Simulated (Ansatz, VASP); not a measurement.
One calculation of ScTiF5, two programs

INCAR

```
SYSTEM = ScTiF5
PREC = Accurate
ENCUT = 600
EDIFF = 1E-6
ISMEAR = 0
SIGMA = 0.15
LREAL = .FALSE.
LASPH = .TRUE.
NELM = 150
ALGO = Normal
ISIF = 3
LWAVE = .FALSE.
LCHARG = .FALSE.
ISPIN = 2
MAGMOM = 0 1 0 0 0 0 0
LORBIT = 11
LMAXMIX = 4
GGA = PE
IBRION = 2
NSW = 36
EDIFFG = -0.08
```

File KPOINTS:

```
regular mesh
0
G
  3 3 2
  0 0 0
```

The input POSCAR:

```
ScTiF5
1.0
    3.7962781700      0.0000000000      0.0000000000
    0.0000000000      3.7962781700      0.0000000000
    0.0000000000      0.0000000000      6.0675723700
Sc Ti F
1 1 5
Direct
    0.0000000000      0.0000000000      0.0000000000
    0.0000000000      0.0000000000      0.5000000000
    0.5000000000      0.0000000000      0.6961625800
    0.0000000000      0.5000000000      0.6961625800
    0.5000000000      0.5000000000      0.0000000000
    0.0000000000      0.5000000000      0.3038374200
    0.5000000000      0.0000000000      0.3038374200
```

Input for Ansatz:

```yaml
crystal:
  lattice:
    - [3.79627817, 0.0, 0.0]
    - [0.0, 3.79627817, 0.0]
    - [0.0, 0.0, 6.06757237]
  atoms:
    - { symbol: Sc, position: [0.0, 0.0, 0.0] }
    - { symbol: Ti, position: [0.0, 0.0, 0.5], spin: 1.0 }
    - { symbol: F, position: [0.5, 0.0, 0.69616258] }
    - { symbol: F, position: [0.0, 0.5, 0.69616258] }
    - { symbol: F, position: [0.5, 0.5, 0.0] }
    - { symbol: F, position: [0.0, 0.5, 0.30383742] }
    - { symbol: F, position: [0.5, 0.0, 0.30383742] }
basis:
  ecutwfc: 420
kpoints:
  mp_grid: { grid: [3, 3, 2] }
hamiltonian:
  xc: pbe
scf:
  occupations: { method: gaussian, width: 0.15 }
  lower_state_search: "off"
output:
  forces: true
  stress: true
  eigenvalues: true
  populations: true
magnetization:
  spin_polarized: true
relax:
  adjacent_minimum: "off"
  f_tol: 0.08
  max_steps: 16
  cell: { stress_tol: 0.8 }
```

Change from the starting cell: species swapped into the CeIn5Ir type (P4/mmm, No. 123).

Alike in both runs: task relaxation of cell and atoms; functional PBE; k mesh 3 × 3 × 2; occupations gaussian, width 0.15 eV; collinear spin.

|  | VASP | Ansatz |
| --- | --- | --- |
| version | VASP 6.6.1 | Ansatz 0.2.0 |
| potentials or method | VASP PAW PBE potentials, release 64 (Sc_sv, Ti_sv, F), cutoff 600 eV | scalar-relativistic, plane waves, PAW |
| valence electrons in the cell | 58 | 58 |

|  | VASP | Ansatz | Ansatz less VASP |
| --- | --- | --- | --- |
| gap on the k mesh at the Fermi level, each at its own relaxed structure (eV) | none | none | - |
| net moment per atom (μB) | 0.18 | 0.18 | -0.002 |
| size of the moment on the site where the two differ most (μB) | 1.09 | 0.89 | -0.195 |
| relaxed volume (Å³/atom) | 10.55 | 10.60 | +0.045 |
| relaxed length of the cell vector where the two differ most in proportion (Å) | 6.123 | 6.174 | +0.0519 |

Site moments also hang on the region over which each program counts them. A gap of «none» marks a metal or a gap that the smearing closes.

The k mesh is coarse, so the values compare programs but aren't converged. Noted on VASP's run: the volume moved by over 15 % at a fixed basis, so the end points are rough.
